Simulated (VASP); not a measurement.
# Ta2NbO2 (P1) in VASP: single point with PBE

Aim: the single point of Ta2NbO2 with PBE.

Program: VASP 6.6.1. These are calculated values, not measurements. Logs are shortened: lines on timing, memory, paths and dates and some standing lists are left out, and cuts for length are marked.

### Step 1. The cell of the first run

The typed cell holds 10 atoms: a = 4.437 Å, b = 5.007 Å, c = 7.718 Å, α = 92.34°, β = 92.50°, γ = 101.66°.

### Step 2. Single point, PBE

Input file INCAR:

```
SYSTEM = Ta2NbO2
PREC = Accurate
ENCUT = 700
EDIFF = 1E-6
ISMEAR = 0
SIGMA = 0.1
LREAL = .False.
LASPH = .True.
NELM = 120
ALGO = Normal
ISIF = 2
LWAVE = .False.
LCHARG = .False.
GGA = PE
NBANDS = 62
GGA_COMPAT = .False.
```

Input file KPOINTS:

```
regular mesh
0
Gamma
  4 4 2
  0 0 0
```

Input file POSCAR:

```
Ta2NbO2
1.0
    4.4368546882      0.0000000000      0.0000000000
   -1.0119554894      4.9033524189      0.0000000000
   -0.3362390627     -0.3911678604      7.7006550777
Ta Nb O
4 2 4
Direct
    0.4514873639      0.0529964977      0.0390276402
    0.5821202293      0.9594670543      0.5515690714
    0.0190217991      0.4213433843      0.0422291517
    0.9855905681      0.6240748479      0.5484317883
    0.4830559945      0.4985469332      0.7780096454
    0.4062191255      0.3957934219      0.3758689566
    0.5493654839      0.0241345901      0.2902793688
    0.5262155910      0.9324444248      0.8004724145
    0.0008952742      0.5380708976      0.2820223116
    0.9960285704      0.5531279484      0.7920896514
```

Potentials or basis: VASP PAW PBE potentials, release 64 (Ta_sv_GW, Nb_sv, O).

The run is started by

```console
> cat potpaw_PBE.64/Ta_sv_GW/POTCAR potpaw_PBE.64/Nb_sv/POTCAR potpaw_PBE.64/O/POTCAR > POTCAR
> mpirun -np 1 vasp_std > vasp.out
```

OUTCAR:

```text
SYSTEM = Ta2NbO2
   PREC = Accurate
   ENCUT = 700
   EDIFF = 1E-6
   ISMEAR = 0
   LREAL = .False.
   LASPH = .True.
   NELM = 120
   ISIF = 2
   GGA = PE

 ion  position               nearest neighbor table
   1  0.451  0.053  0.039-   8 1.98   7 1.99   3 2.80   3 2.92   5 3.05   6 3.09
   2  0.582  0.959  0.552-   8 1.95   7 2.06   4 2.69   4 2.83   6 2.84   5 2.93   6 3.02
   3  0.019  0.421  0.042-   9 1.93  10 2.07   1 2.80   1 2.92   5 2.94   6 3.05   5 3.16
   4  0.986  0.624  0.548-  10 1.93   9 2.09   2 2.69   6 2.74   2 2.83   6 2.84   5 2.89   5 2.95

   5  0.483  0.499  0.778-   8 2.14  10 2.23  10 2.24   4 2.89   2 2.93   3 2.94   4 2.95   1 3.05
                             3 3.16
   6  0.406  0.396  0.376-   9 2.17   7 2.17   4 2.74   2 2.84   4 2.84   2 3.02   3 3.05   1 3.09

   7  0.549  0.024  0.290-   1 1.99   2 2.06   6 2.17
   8  0.526  0.932  0.800-   2 1.95   1 1.98   5 2.14
   9  0.001  0.538  0.282-   3 1.93   4 2.09   6 2.17
  10  0.996  0.553  0.792-   4 1.93   3 2.07   5 2.23   5 2.24

  LATTYP: Found a triclinic cell.
 ALAT       =    13.3612711514
 B/A-ratio  =     0.3320683068
 C/A-ratio  =     1.2289848095
 COS(alpha) =     0.0206736200
 COS(beta)  =     0.6925390914
 COS(gamma) =     0.7147093787

  Lattice vectors:

 A1 = (   9.5494258031,  -5.2945202793,   7.7006550777)
 A2 = (   4.4368546882,   0.0000000000,   0.0000000000)
 A3 = (   0.3394773640,  -5.6856881397,  15.4013101554)

Analysis of symmetry for initial positions (statically):
=====================================================================
 Subroutine PRICEL returns:
 Original cell was already a primitive cell.

 Routine SETGRP: Setting up the symmetry group for a
 triclinic supercell.

 Subroutine GETGRP returns: Found  1 space group operations
 (whereof  1 operations were pure point group operations)
 out of a pool of  2 trial point group operations.

The static configuration has the point symmetry C_1 .

Analysis of symmetry for dynamics (positions and initial velocities):
=====================================================================
 Subroutine PRICEL returns:
 Original cell was already a primitive cell.

 Routine SETGRP: Setting up the symmetry group for a
 triclinic supercell.

 Subroutine GETGRP returns: Found  1 space group operations
 (whereof  1 operations were pure point group operations)
 out of a pool of  2 trial point group operations.

The dynamic configuration has the point symmetry C_1 .

 Subroutine INISYM returns: Found  1 space group operations
 (whereof  1 operations are pure point group operations),
 and found     1 'primitive' translations

----------------------------------------------------------------------------------------

                                     Primitive cell

  volume of cell :     167.5313

  direct lattice vectors                    reciprocal lattice vectors
     4.436854688  0.000000000  0.000000000     0.225384889  0.046515008  0.012203946
    -1.011955489  4.903352419  0.000000000     0.000000000  0.203942102  0.010359586
    -0.336239063 -0.391167860  7.700655078     0.000000000  0.000000000  0.129859082

  length of vectors
     4.436854688  5.006687413  7.717911481     0.230458088  0.204205049  0.129859082

  position of ions in fractional coordinates (direct lattice)
     0.451487364  0.052996498  0.039027640
     0.582120229  0.959467054  0.551569071
     0.019021799  0.421343384  0.042229152
     0.985590568  0.624074848  0.548431788
     0.483055994  0.498546933  0.778009645
     0.406219126  0.395793422  0.375868957
     0.549365484  0.024134590  0.290279369
     0.526215591  0.932444425  0.800472414
     0.000895274  0.538070898  0.282022312
     0.996028570  0.553127948  0.792089651

  ion indices of the primitive-cell ions
   primitive index   ion index
                 1           1
                 2           2
                 3           3
                 4           4
                 5           5
                 6           6
                 7           7
                 8           8
                 9           9
                10          10

----------------------------------------------------------------------------------------

 KPOINTS: regular mesh

Automatic generation of k-mesh.
 Grid dimensions read from file:
 generate k-points for:    4    4    2

 Generating k-lattice:

  Cartesian coordinates                     Fractional coordinates (reciprocal lattice)
     0.056346222  0.011628752  0.003050987     0.250000000 -0.000000000 -0.000000000
     0.000000000  0.050985526  0.002589896     0.000000000  0.250000000  0.000000000
     0.000000000  0.000000000  0.064929541     0.000000000  0.000000000  0.500000000

  Length of vectors
     0.057614522  0.051051262  0.064929541

  Shift w.r.t. Gamma in fractional coordinates (k-lattice)
     0.000000000  0.000000000  0.000000000

 Subroutine IBZKPT returns following result:
 ===========================================

 Found     20 irreducible k-points:

 Following reciprocal coordinates:
            Coordinates               Weight
  0.000000  0.000000  0.000000      1.000000
  0.250000 -0.000000 -0.000000      2.000000
  0.500000 -0.000000 -0.000000      1.000000
  0.000000  0.250000  0.000000      2.000000
  0.250000  0.250000 -0.000000      2.000000
  0.500000  0.250000 -0.000000      2.000000
[... 12 lines left out ...]
  0.250000  0.500000  0.500000      2.000000
  0.500000  0.500000  0.500000      1.000000
   k-points           NKPTS =     20   k-points in BZ     NKDIM =     20   number of bands    NBANDS=     62
   number of dos      NEDOS =    301   number of ions     NIONS =     10
   total plane-waves  NPLWV = 134400
   dimension x,y,z NGX =    40 NGY =   48 NGZ =   70
   dimension x,y,z NGXF=    80 NGYF=   96 NGZF=  140
   ions per type =               4   2   4
   NGX,Y,Z   is equivalent  to a cutoff of  14.99, 15.94, 15.08 a.u.
   NGXF,Y,Z  is equivalent  to a cutoff of  29.98, 31.88, 30.16 a.u.
 SYSTEM =  Ta2NbO2
   PREC   = accura    normal or accurate (medium, high low for compatibility)
   ISTART =      0    job   : 0-new  1-cont  2-samecut
   ICHARG =      2    charge: 1-file 2-atom 10-const
   ISPIN  =      1    spin polarized calculation?
   LNONCOLLINEAR =      F non collinear calculations
   LSORBIT =      F    spin-orbit coupling
   LASPH  =      T    aspherical Exc in radial PAW
   ENCUT  =  700.0 eV  51.45 Ry    7.17 a.u.   9.57 10.80 16.65*2*pi/ulx,y,z
   NELM   =    120;   NELMIN=  2; NELMDL= -5     # of ELM steps
   EDIFF  = 0.1E-05   stopping-criterion for ELM
   LREAL  =      F    real-space projection
   EDIFFG = 0.1E-04   stopping-criterion for IOM
   NSW    =      0    number of steps for IOM
   IBRION =     -1    ionic relax: 0-MD 1-quasi-New 2-CG
   NFREE  =      0    steps in history (QN), initial steepest desc. (CG)
   ISIF   =      2    stress and relaxation
   ISYM   =      2    0-nonsym 1-usesym 2-fastsym
   POTIM  = 0.5000    time-step for ionic-motion
   TEBEG  =    0.0;   TEEND  =   0.0 temperature during run
   PSTRESS=    0.0 pullay stress
   NELECT =     102.0000    total number of electrons
   NUPDOWN=      -1.0000    fix difference up-down
   EMIN   =  10.00;   EMAX   =-10.00  energy-range for DOS
   EFERMI =   0.00;   METHOD = LEGACY
   ISMEAR =     0;   SIGMA  =   0.10  broadening in eV -4-tet -1-fermi 0-gaus
   EFERMI_NEDOS =   21; number of points for ismear=-14 and -15
   IALGO  =     38    algorithm
   IMIX   =      4    mixing-type and parameters
     AMIX     =   0.40;   BMIX     =  1.00
     AMIX_MAG =   1.60;   BMIX_MAG =  1.00
  volume/ion in A,a.u.               =      16.75       113.06
  Fermi-wavevector in a.u.,A,eV,Ry     =   1.387532  2.622055 26.194535  1.925244
  Thomas-Fermi vector in A             =   2.511744
   LORBIT       =      0    0 simple, 1 ext, 2 COOP (PROOUT), +10 PAW based schemes
   GGA     = PE    functional components
   LHFCALC =     F    Hartree Fock is set to
   AEXX    =    0.0000 exact exchange contribution
   IVDW    =     0    specifies the selected vdW correction
   LEPSILON=     F    determine dielectric tensor
   LRPA    =     F    only Hartree local field effects (RPA)
 non-spin polarized calculation
 Gauss-broadening in eV      SIGMA  =   0.10
  energy-cutoff  :      700.00
  volume of cell :      167.53
 maximum number of plane-waves:      7084
 NGX is ok and might be reduce to    40
   NGX = 19   NGY = 21   NGZ = 33

 number of electron     102.0000001 magnetization

 Free energy of the ion-electron system (eV)
  ---------------------------------------------------
  ext. energy  EPLUGINS =         0.00000000
  ---------------------------------------------------
  free energy    TOTEN  =      -107.28343147 eV

  energy without entropy =     -107.26848417  energy(sigma->0) =     -107.27595782

 E-fermi :   7.8989     XC(G=0): -11.2451

 val. band max:        7.8621139088   @ k =   0.0000   0.0000   0.0000
 cond. band min:       7.9419859244   @ k =   0.5000   0.5000   0.5000
 fundamental gap:      0.0798720156
 Fermi energy:         7.8988759307

 k-point     1 :       0.0000    0.0000    0.0000
  band No.  band energies     occupation
      1     -60.5833      2.00000
      2     -60.4970      2.00000
      3     -60.2710      2.00000
      4     -60.1143      2.00000
      5     -47.8439      2.00000
      6     -47.3178      2.00000
[... 54 lines left out ...]
     61      10.3871      0.00000
     62      10.5614      0.00000

 k-point     2 :       0.2500   -0.0000   -0.0000
  band No.  band energies     occupation
      1     -60.5793      2.00000
      2     -60.5010      2.00000
      3     -60.2660      2.00000
      4     -60.1192      2.00000
      5     -47.8437      2.00000
      6     -47.3179      2.00000
[... 1159 lines left out ...]
     61      10.3754      0.00000
     62      10.6241      0.00000

 k-point    20 :       0.5000    0.5000    0.5000
  band No.  band energies     occupation
      1     -60.5754      2.00000
      2     -60.5049      2.00000
      3     -60.2604      2.00000
      4     -60.1248      2.00000
      5     -47.8435      2.00000
      6     -47.3180      2.00000
[... 54 lines left out ...]
     61      10.5354      0.00000
     62      10.7738      0.00000

------------------------ aborting loop because EDIFF is reached ----------------------------------------

  FORCE on cell =-STRESS in cart. coord.  units (eV):
  Direction    XX          YY          ZZ          XY          YZ          ZX
  --------------------------------------------------------------------------------------
  -------------------------------------------------------------------------------------
  Total       -2.9846129     -2.4116870      2.8868094      1.8870244      0.4882169      0.3747271
  in kB      -28.5431969    -23.0640480     27.6078580     18.0464637      4.6690376      3.5836841
  external PRESSURE =      -7.9997956 kB  Pullay stress =       0.0000000 kB

 VOLUME and BASIS-vectors are now :
 -----------------------------------------------------------------------------
  energy-cutoff  :      700.00
  volume of cell :      167.53
      direct lattice vectors                 reciprocal lattice vectors
     4.436854688  0.000000000  0.000000000     0.225384889  0.046515008  0.012203946
    -1.011955489  4.903352419  0.000000000     0.000000000  0.203942102  0.010359586
    -0.336239063 -0.391167860  7.700655078     0.000000000  0.000000000  0.129859082

 POSITION                                       TOTAL-FORCE (eV/Angst)
 -----------------------------------------------------------------------------------
      1.93643      0.24459      0.30054        -0.192805     -0.062718      1.097729
      1.42639      4.48885      4.24744         0.184045      0.530655     -1.502565
     -0.35618      2.04948      0.32519        -0.146933      0.312617      0.087031
      3.55698      2.84553      4.22328         0.063147     -0.041619     -1.979319
      1.37714      2.14022      5.99118         0.246358     -0.179596      0.327951
      1.27543      1.79369      2.89444         0.151973     -0.283513     -0.127377
      2.31543      0.00479      2.23534        -0.411903      0.240112     -0.108100
      1.12200      4.25898      6.16416         0.299785      0.314103      0.386725
     -0.63536      2.52803      2.17176         0.056896     -0.071331      0.510631
      3.59316      2.40234      6.09961        -0.250563     -0.758712      1.307294
 -----------------------------------------------------------------------------------
    total drift:                                0.000260     -0.000050     -0.001564

  FREE ENERGIE OF THE ION-ELECTRON SYSTEM (eV)
  ---------------------------------------------------
  free  energy   TOTEN  =      -107.2834314705 eV

  energy  without entropy=     -107.2684841723  energy(sigma->0) =     -107.27595782
```

It took 12 min on 1 thread of Intel Xeon Platinum 8488C (Sapphire Rapids), shared host; peak memory 0.52 GiB.

Results:

| Quantity | Value |
| --- | --- |
| Free energy | -107.2834 eV |
| Pressure | -0.8 GPa |
| Largest force | 1.981 eV/Å |
| Band gap on the k mesh | zero (bands 51 and 52 overlap by 0.46 eV) |

Forces in eV/Å, atoms in the order of the input:
```
Ta  -0.193 -0.063  1.098
Ta   0.184  0.531 -1.503
Ta  -0.147  0.313  0.087
Ta   0.063 -0.042 -1.979
Nb   0.246 -0.180  0.328
Nb   0.152 -0.284 -0.127
O   -0.412  0.240 -0.108
O    0.300  0.314  0.387
O    0.057 -0.071  0.511
O   -0.251 -0.759  1.307
```

Stress tensor (GPa, compression positive):
```
-2.85  1.80  0.36
 1.80 -2.31  0.47
 0.36  0.47  2.76
```

Levels at points of the mesh, in eV from the Fermi level:
```tsv
k point	band 48	band 49	band 50	band 51	band 52	band 53	band 54	band 55
(0.00, 0.00, 0.00)	-1.23	-0.92	-0.37	-0.04	0.39	0.42	0.79	1.10
(0.50, 0.00, 0.00)	-1.20	-1.10	-0.40	-0.31	0.14	0.22	0.69	0.92
(0.00, 0.50, 0.00)	-0.98	-0.84	-0.66	-0.28	0.22	0.37	0.76	0.87
(0.50, 0.50, 0.00)	-0.88	-0.61	-0.07	0.19	0.28	0.36	0.87	0.93
(0.00, 0.00, 0.50)	-1.14	-0.86	-0.60	-0.35	-0.27	0.52	0.71	1.28
(0.50, 0.00, 0.50)	-1.07	-0.75	-0.62	-0.43	0.19	0.52	0.63	0.90
(0.00, 0.50, 0.50)	-1.18	-0.90	-0.81	-0.31	0.28	0.72	1.05	1.18
(0.50, 0.50, 0.50)	-0.75	-0.34	0.04	0.18	0.21	0.42	0.73	0.77
```

Caveat: the k points lie up to 0.41 Å⁻¹ apart; spin-orbit coupling is left out, which moves the levels of the heavy elements; forces of over 1 eV/Å act on the atoms, so gaps and moduli don't describe the material at rest.

The gap in the log of VASP goes by the Fermi energy; the results here count the filled bands.